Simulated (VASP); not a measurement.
# InO in VASP: a series of runs

Runs on InO. Level: PBE. Tasks: single point.

All numbers are computed with VASP 6.6.1; they aren't measurements. Logs are shortened: lines on timing, memory, paths and dates and some standing lists are left out, and cuts for length are marked.

## 1. The cell of the first run

The cell holds a slab with vacuum, 4 atoms: a = 3.454 Å, b = 3.454 Å, c = 15.877 Å, α = 90.00°, β = 90.00°, γ = 120.00°.

## 2. Single point, PBE

Contents of INCAR:

```
SYSTEM = InO
  ALGO = Normal
  EDIFF = 1E-7
  ENCUT = 520
  GGA = PE
  ISIF = 2
  ISMEAR = 1
  LASPH = .TRUE.
  LCHARG = .FALSE.
  LREAL = .FALSE.
  LWAVE = .FALSE.
  NBANDS = 27
  NELM = 100
  PREC = Accurate
  SIGMA = 0.01
```

Contents of KPOINTS:

```
k-points
0
G
  6 6 1
  0 0 0
```

Contents of POSCAR:

```
InO
1.0
    3.4536140000      0.0000000000      0.0000000000
   -1.7268070000      2.9909174589      0.0000000000
    0.0000000000      0.0000000000     15.8771000000
In O
2 2
Direct
    0.6666666667      0.3333333333      0.5900210000
    0.6666666667      0.3333333333      0.4099790000
    0.0000000000      0.0000000000      0.6398670000
    0.0000000000      0.0000000000      0.3601330000
```

Potentials or basis: VASP PAW PBE potentials, release 64 (In_d, O).

Run with:

```sh
$ cat potpaw_PBE.64/In_d/POTCAR potpaw_PBE.64/O/POTCAR > POTCAR
$ mpirun -np 1 vasp_std > vasp.out
```

OUTCAR:

```text
SYSTEM = InO
   EDIFF = 1E-7
   ENCUT = 520
   GGA = PE
   ISIF = 2
   ISMEAR = 1
   LASPH = .TRUE.
   LREAL = .FALSE.
   NELM = 100
   PREC = Accurate

 ion  position               nearest neighbor table
   1  0.667  0.333  0.590-   3 2.15   3 2.15   3 2.15   2 2.86
   2  0.667  0.333  0.410-   4 2.15   4 2.15   4 2.15   1 2.86
   3  0.000  0.000  0.640-   1 2.15   1 2.15   1 2.15
   4  0.000  0.000  0.360-   2 2.15   2 2.15   2 2.15

  LATTYP: Found a hexagonal cell.
 ALAT       =     3.4536140000
 C/A-ratio  =     4.5972421933

  Lattice vectors:

 A1 = (   3.4536140000,   0.0000000000,   0.0000000000)
 A2 = (  -1.7268070000,   2.9909174589,   0.0000000000)
 A3 = (   0.0000000000,   0.0000000000,  15.8771000000)

Analysis of symmetry for initial positions (statically):
=====================================================================
 Subroutine PRICEL returns:
 Original cell was already a primitive cell.

 Routine SETGRP: Setting up the symmetry group for a
 hexagonal supercell.

 Subroutine GETGRP returns: Found 12 space group operations
 (whereof 12 operations were pure point group operations)
 out of a pool of 24 trial point group operations.

The static configuration has the point symmetry D_3h.

Analysis of symmetry for dynamics (positions and initial velocities):
=====================================================================
 Subroutine PRICEL returns:
 Original cell was already a primitive cell.

 Routine SETGRP: Setting up the symmetry group for a
 hexagonal supercell.

 Subroutine GETGRP returns: Found 12 space group operations
 (whereof 12 operations were pure point group operations)
 out of a pool of 24 trial point group operations.

The dynamic configuration has the point symmetry D_3h.

 Subroutine INISYM returns: Found 12 space group operations
 (whereof 12 operations are pure point group operations),
 and found     1 'primitive' translations

----------------------------------------------------------------------------------------

                                     Primitive cell

  volume of cell :     164.0021

  direct lattice vectors                    reciprocal lattice vectors
     3.453614000  0.000000000  0.000000000     0.289551757  0.167172785  0.000000000
    -1.726807000  2.990917459  0.000000000     0.000000000  0.334345569  0.000000000
     0.000000000  0.000000000 15.877100000     0.000000000  0.000000000  0.062983794

  length of vectors
[... 67 lines left out ...]
   NELM   =    100;   NELMIN=  2; NELMDL= -5     # of ELM steps
   EDIFF  = 0.1E-06   stopping-criterion for ELM
   LREAL  =      F    real-space projection
   EDIFFG = 0.1E-05   stopping-criterion for IOM
   NSW    =      0    number of steps for IOM
   IBRION =     -1    ionic relax: 0-MD 1-quasi-New 2-CG
   NFREE  =      0    steps in history (QN), initial steepest desc. (CG)
   ISIF   =      2    stress and relaxation
   ISYM   =      2    0-nonsym 1-usesym 2-fastsym
   POTIM  = 0.5000    time-step for ionic-motion
   TEBEG  =    0.0;   TEEND  =   0.0 temperature during run
   PSTRESS=    0.0 pullay stress
   NELECT =      38.0000    total number of electrons
   NUPDOWN=      -1.0000    fix difference up-down
   EMIN   =  10.00;   EMAX   =-10.00  energy-range for DOS
   EFERMI =   0.00;   METHOD = LEGACY
   ISMEAR =     1;   SIGMA  =   0.01  broadening in eV -4-tet -1-fermi 0-gaus
   EFERMI_NEDOS =   21; number of points for ismear=-14 and -15
   IALGO  =     38    algorithm
   IMIX   =      4    mixing-type and parameters
     AMIX     =   0.40;   BMIX     =  1.00
     AMIX_MAG =   1.60;   BMIX_MAG =  1.00
  volume/ion in A,a.u.               =      41.00       276.69
  Fermi-wavevector in a.u.,A,eV,Ry     =   1.005510  1.900138 13.756165  1.011050
  Thomas-Fermi vector in A             =   2.138194
   LORBIT       =      0    0 simple, 1 ext, 2 COOP (PROOUT), +10 PAW based schemes
   GGA     = PE    functional components
   LHFCALC =     F    Hartree Fock is set to
   AEXX    =    0.0000 exact exchange contribution
   IVDW    =     0    specifies the selected vdW correction
   LEPSILON=     F    determine dielectric tensor
   LRPA    =     F    only Hartree local field effects (RPA)
 non-spin polarized calculation
 Methfessel and Paxton  Order N= 1 SIGMA  =   0.01
  energy-cutoff  :      520.00
  volume of cell :      164.00
 maximum number of plane-waves:      4449
 NGX is ok and might be reduce to    28
   NGX = 13   NGY = 13   NGZ = 59

 number of electron      37.9999988 magnetization

 Free energy of the ion-electron system (eV)
  ---------------------------------------------------
  ext. energy  EPLUGINS =         0.00000000
  ---------------------------------------------------
  free energy    TOTEN  =       -19.42279658 eV

  energy without entropy =      -19.42279658  energy(sigma->0) =      -19.42279658

 E-fermi :  -1.5715     XC(G=0):  -4.8860

 val. band max:       -1.6302030390   @ k =   0.3333   0.3333   0.0000
 cond. band min:      -1.2717571485   @ k =   0.0000   0.0000   0.0000
 fundamental gap:      0.3584458906
 Fermi energy:        -1.5714731586

 k-point     1 :       0.0000    0.0000    0.0000
  band No.  band energies     occupation
      1     -19.2900      2.00000
      2     -19.2703      2.00000
      3     -15.1737      2.00000
      4     -15.1737      2.00000
      5     -15.1299      2.00000
      6     -15.1299      2.00000
[... 199 lines left out ...]
     26       7.3574      0.00000
     27       8.2006      0.00000

------------------------ aborting loop because EDIFF is reached ----------------------------------------

  FORCE on cell =-STRESS in cart. coord.  units (eV):
  Direction    XX          YY          ZZ          XY          YZ          ZX
  --------------------------------------------------------------------------------------
  -------------------------------------------------------------------------------------
  Total       -0.0571351     -0.0571351     -0.0898306      0.0000000      0.0000000     -0.0000000
  in kB       -0.5581670     -0.5581670     -0.8775771      0.0000000      0.0000000     -0.0000000
  external PRESSURE =      -0.6646370 kB  Pullay stress =       0.0000000 kB

 VOLUME and BASIS-vectors are now :
 -----------------------------------------------------------------------------
  energy-cutoff  :      520.00
  volume of cell :      164.00
      direct lattice vectors                 reciprocal lattice vectors
     3.453614000  0.000000000  0.000000000     0.289551757  0.167172785  0.000000000
    -1.726807000  2.990917459  0.000000000     0.000000000  0.334345569  0.000000000
     0.000000000  0.000000000 15.877100000     0.000000000  0.000000000  0.062983794

 POSITION                                       TOTAL-FORCE (eV/Angst)
 -----------------------------------------------------------------------------------
      1.72681      0.99697      9.36782         0.000000     -0.000000      0.008004
      1.72681      0.99697      6.50928         0.000000     -0.000000     -0.008004
      0.00000      0.00000     10.15923        -0.000000      0.000000     -0.010656
      0.00000      0.00000      5.71787        -0.000000      0.000000      0.010656
 -----------------------------------------------------------------------------------
    total drift:                               -0.000000      0.000000      0.000000

  FREE ENERGIE OF THE ION-ELECTRON SYSTEM (eV)
  ---------------------------------------------------
  free  energy   TOTEN  =       -19.4227965804 eV

  energy  without entropy=      -19.4227965804  energy(sigma->0) =      -19.42279658
```

Run time: 2.1 min. Hardware: 1 thread of Intel Xeon 6975P-C, shared host; peak memory 0.29 GiB.

What came out:

```
Free energy            : -19.4228 eV
Largest force          : 0.011 eV/Å
Band gap on the k mesh : 0.36 eV, indirect (least direct gap 1.09 eV)
```

Forces on the atoms (eV/Å):
```
In   0.000  0.000  0.008
In   0.000  0.000 -0.008
O    0.000  0.000 -0.011
O    0.000  0.000  0.011
```

Caveat: spin-orbit coupling is left out, which moves the levels of the heavy elements.

## 3. Single point, PBE

Contents of INCAR:

```
PREC = Accurate ; ENCUT = 520
EDIFF = 1E-7 ; ISMEAR = 1
SIGMA = 0.01 ; LREAL = False
LASPH = True ; NELM = 80
ALGO = Normal ; ISIF = 2
LWAVE = False ; LCHARG = False
GGA = PE ; NBANDS = 27
```

Contents of KPOINTS:

```
regular mesh
0
Gamma
  6 6 1
```

POSCAR is that of step 2.

Potentials or basis: VASP PAW PBE potentials, release 64 (In_d, O).

Run with:

```sh
$ cat potpaw_PBE.64/In_d/POTCAR potpaw_PBE.64/O/POTCAR > POTCAR
$ mpirun -np 1 vasp_std > vasp.out
```

It took 1.9 min on 1 thread of Intel Xeon 6975P-C, shared host; peak memory 0.29 GiB.

Results (log left out):

```
Free energy            : -19.4228 eV
Largest force          : 0.011 eV/Å
Band gap on the k mesh : 0.36 eV, indirect (least direct gap 1.09 eV)
```

Forces in eV/Å, atoms in the order of the input:
```
In   0.000  0.000  0.008
In   0.000  0.000 -0.008
O    0.000  0.000 -0.011
O    0.000  0.000  0.011
```

Levels at points of the mesh, in eV from the valence-band top:
```tsv
k point	band 17	band 18	band 19	band 20	band 21	band 22
(0.00, 0.00, 0.00)	-1.68	-1.68	-0.73	0.36	3.27	6.16
(0.50, 0.00, 0.00)	-2.50	-1.96	-0.23	2.31	4.14	5.37
```

Caveat: spin-orbit coupling is left out, which moves the levels of the heavy elements.
